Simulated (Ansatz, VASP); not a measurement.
**Ag: VASP beside Ansatz**

Contents of POSCAR:

```
Ag
1.0
    0.0000000000      2.0313636467      2.0313636467
    2.0313636467      0.0000000000      2.0313636467
    2.0313636467      2.0313636467      0.0000000000
Ag
1
Direct
    0.0000000000      0.0000000000      0.0000000000
```

File INCAR.step1:

```
SYSTEM = Ag
  PREC = Accurate
  ENCUT = 520
  ISMEAR = 0
  SIGMA = 0.1
  LREAL = .False.
  LASPH = .True.
  NELM = 80
  NBANDS = 12
  GGA = PE
  ALGO = Normal
  EDIFF = 1E-4
  LWAVE = .True.
  LCHARG = .False.
```

The input INCAR.step2:

```
SYSTEM = Ag
  PREC = Accurate
  ENCUT = 520
  EDIFF = 1E-6
  ISMEAR = 0
  SIGMA = 0.1
  LREAL = .False.
  LASPH = .True.
  NELM = 80
  ALGO = Normal
  ISIF = 2
  LWAVE = .False.
  LCHARG = .False.
  METAGGA = R2SCAN
  LMIXTAU = .True.
  NBANDS = 12
  ISTART = 1
```

The input KPOINTS:

```
regular mesh
0
Gamma
  18 18 18
  0 0 0
```

Input for Ansatz:

```yaml
crystal:
  lattice:
    - [0.0, 2.0313636487, 2.0313636487]
    - [2.0313636487, 0.0, 2.0313636487]
    - [2.0313636487, 2.0313636487, 0.0]
  atoms:
    - { symbol: Ag, position: [0.0, 0.0, 0.0] }
basis:
  ecutwfc: 500
kpoints:
  mp_grid: { grid: [18, 18, 18] }
hamiltonian:
  xc: r2scan
scf:
  occupations: { method: gaussian, width: 0.1 }
output:
  forces: true
  stress: true
  eigenvalues: true
```

Alike in both runs: task single point; functional r2SCAN; k mesh 18 × 18 × 18; occupations gaussian, width 0.1 eV; no spin polarisation.

|  | VASP | Ansatz |
| --- | --- | --- |
| version | VASP 6.6.1 | Ansatz 0.2.0 |
| potentials or method | VASP PAW PBE potentials, release 64 (Ag), cutoff 520 eV | scalar-relativistic, plane waves, PAW |
| valence electrons in the cell | 11 | 19 |

```tsv
	VASP	Ansatz	Ansatz less VASP
gap on the k mesh at the Fermi level (eV)	none	none	-
pressure (GPa)	3.6	3.4	-0.19
```

VASP's potentials were made for PBE, not for r2SCAN. A gap of «none» marks a metal or a gap that the smearing closes. The functional is the same, so the differences come from potentials, cutoffs and numerics. VASP's potentials hold 11 valence electrons a cell and Ansatz's 19, so a difference there can come from the potentials and not from the codes.
